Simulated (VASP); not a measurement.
Here is a VASP 6.6.1 calculation.

File INCAR:

```
SYSTEM = Ru
PREC = Accurate ; ENCUT = 520
EDIFF = 1E-6 ; ISMEAR = 0
SIGMA = 0.15 ; LREAL = .FALSE.
LASPH = .TRUE. ; NELM = 60
ALGO = Fast ; ISIF = 2
LWAVE = .FALSE. ; LCHARG = .TRUE.
GGA = PE ; LELF = .TRUE.
LVHAR = .TRUE. ; NBANDS = 13
```

KPOINTS

```
Automatic mesh
0
G
  22 22 22
  0 0 0
```

POSCAR

```
Ru
1.0
    0.0000000000      2.0580372764      1.6324351676
    2.0580372764      0.0000000000      1.6324351676
    2.0580372764      2.0580372764      0.0000000000
Ru
1
Direct
    0.0000000000      0.0000000000      0.0000000000
```

Potentials or basis: VASP PAW PBE potentials, release 64 (Ru_pv).

Launch:

```console
$ cat potpaw_PBE.64/Ru_pv/POTCAR > POTCAR
$ mpirun -np 1 vasp_std > vasp.out
```

Question: Predict the band gap on the k mesh.

Answer: Zero (band 7 reaches 14.62 eV, above the bottom of band 8 at 10.81 eV).

Question: Estimate the pressure.

Answer: 6.1 GPa.

Stress tensor (GPa, compression positive):
```
-8.00  0.00  0.00
 0.00 -8.00  0.00
 0.00  0.00 34.22
```
